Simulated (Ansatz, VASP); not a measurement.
# One calculation of Si16Ge, two programs

```
CELL_PARAMETERS angstrom
0.00000 5.43000 5.43000
5.43000 0.00000 5.43000
5.43000 5.43000 0.00000
ATOMIC_POSITIONS crystal
Si 0.00401 0.99521 0.00503
Si 0.12379 0.12712 0.12456
Si 0.00402 0.99521 0.49578
Si 0.13573 0.12088 0.62171
Si 0.99966 0.49980 0.00028
Si 0.12387 0.62403 0.12461
Si 0.00400 0.50419 0.49592
Si 0.12387 0.62403 0.62751
Si 0.49505 0.99521 0.00490
Si 0.62080 0.12091 0.13724
Si 0.49906 0.99936 0.50083
Si 0.62081 0.12093 0.62108
Si 0.49504 0.50419 0.00503
Si 0.62699 0.62394 0.12455
Si 0.49505 0.50420 0.49577
Si 0.62071 0.63599 0.62166
Ge 0.74907 0.24933 0.75085
```

Alike in both runs: functional PBE; k mesh 2 × 2 × 2; occupations fermi-dirac, width 0.02 eV; no spin polarisation.

Ansatz relaxed the structure, and its values are those at the end. VASP's run is a single point on that final structure, the one shown.

```csv
,VASP,Ansatz
version,VASP 6.6.1,Ansatz 0.2.0
potentials or method,"VASP PAW PBE potentials, release 64 (Si, Ge_d), cutoff 520 eV","scalar-relativistic, plane waves, PAW"
valence electrons in the cell,78,78
```

```tsv
	VASP	Ansatz	Ansatz less VASP
rms of the force components (eV/Å)	0.008	0.007	-0.0003
```

The functional is the same, so the differences come from potentials, cutoffs and numerics.

The k mesh is coarse, so the values compare programs but aren't converged.
